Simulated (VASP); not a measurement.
Here is a VASP 6.6.1 calculation.

INCAR

```
SYSTEM = Al2Ru
  PREC = Accurate
  ENCUT = 520
  EDIFF = 1E-6
  ISMEAR = 0
  SIGMA = 0.01
  LREAL = .FALSE.
  LASPH = .TRUE.
  NELM = 80
  ALGO = Normal
  ISIF = 2
  LWAVE = .FALSE.
  LCHARG = .FALSE.
  GGA = CA
  NBANDS = 29
```

KPOINTS

```
Automatic mesh
0
G
  10 10 10
  0 0 0
```

POSCAR

```
Al2Ru
1.0
    0.0000000000      3.9579375332      4.3507976798
    2.3322633091      0.0000000000      4.3507976798
    2.3322633091      3.9579375332      0.0000000000
Al Ru
4 2
Direct
    0.0788628326      0.4211371674      0.0788628326
    0.4211371674      0.0788628326      0.4211371674
    0.1711371674      0.8288628326      0.1711371674
    0.8288628326      0.1711371674      0.8288628326
    0.7500000000      0.7500000000      0.7500000000
    0.5000000000      0.5000000000      0.5000000000
```

Potentials or basis: VASP PAW LDA potentials, release 64 (Al, Ru_pv).

Command:

```sh
$ cat potpaw_LDA.64/Al/POTCAR potpaw_LDA.64/Ru_pv/POTCAR > POTCAR
$ mpirun -np 1 vasp_std > vasp.out
```

Problem. What does it give for the largest force?

Solution. 0.007 eV/Å.

Problem. Estimate the pressure.

Solution. 0.5 GPa.

Forces on the atoms (eV/Å):
```
Al   0.000  0.007  0.000
Al   0.000 -0.007  0.000
Al   0.000 -0.007  0.000
Al   0.000  0.007  0.000
Ru   0.000  0.000  0.000
Ru   0.000  0.000  0.000
```
